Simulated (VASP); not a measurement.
BaF2: single point with PBE

The system is BaF2.

```
CELL_PARAMETERS angstrom
0.00000 3.12301 3.12301
3.12301 0.00000 3.12301
3.12301 3.12301 0.00000
ATOMIC_POSITIONS crystal
Ba 0.00000 0.00000 0.00000
F 0.25000 0.25000 0.25000
F 0.75000 0.75000 0.75000
```

```yaml
Program: VASP 6.6.1
Task: single point
Functional: PBE
Potentials_or_basis: VASP PAW PBE potentials, release 64 (Ba_sv, F)
Cutoff: 600 eV
k_mesh: 7 × 7 × 7
Occupations: fermi-dirac, width 0.02 eV
Spin: no spin polarisation
```

```
Pressure               : 0.9 GPa
Band gap on the k mesh : 6.69 eV (least direct gap 6.73 eV)
```

Levels at points of the mesh, in eV from the valence-band top:
```csv
k point,band 8,band 9,band 10,band 11,band 12,band 13,band 14,band 15,band 16,band 17
"(0.00, 0.00, 0.00)",-1.41,-1.41,-0.05,-0.05,-0.05,6.69,9.12,9.12,11.23,11.23
```

Wall time 47 s on 1 thread of Oxide Virtual Turin-like Processor (shared host), peak memory 0.18 GiB.

Caveat: spin-orbit coupling is left out, which moves the levels of the heavy elements; an odd mesh through Γ misses points on the zone boundary, where band edges can lie.
